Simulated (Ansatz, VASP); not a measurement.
**InO: VASP beside Ansatz**

```
In O
1.0
     3.45361    0.00000    0.00000
    -1.72681    2.99092    0.00000
     0.00000    0.00000   16.67095
In O
2 2
Direct
  0.66667 0.33333 0.59002
  0.66667 0.33333 0.40998
  0.00000 0.00000 0.63987
  0.00000 0.00000 0.36013
```

Change from the starting cell: strain +0.000 along x and y, +0.050 along z, atoms carried along.

Alike in both runs: task single point; functional PBE; k mesh 12 × 12 × 2; occupations gaussian, width 0.03 eV; no spin polarisation.

|  | VASP | Ansatz |
| --- | --- | --- |
| version | VASP 6.6.1 | Ansatz 0.2.0 |
| potentials or method | VASP PAW PBE potentials, release 64 (In_d, O), cutoff 520 eV | scalar-relativistic, plane waves, PAW |
| valence electrons in the cell | 38 | 38 |

Ansatz gave:

| Item | Value |
| --- | --- |
| gap on the k mesh at the Fermi level (eV) | 0.19 |
| least direct gap on the mesh (eV) | 1.03 |
| rms of the force components (eV/Å) | 0.164 |

Task: Estimate VASP's values.

Result: gap on the k mesh at the Fermi level (eV): 0.18; least direct gap on the mesh (eV): 1.02; rms of the force components (eV/Å): 0.157.

Atom by atom the forces differ by 0.018 eV/Å (rms over components). The functional is the same, so the differences come from potentials, cutoffs and numerics.
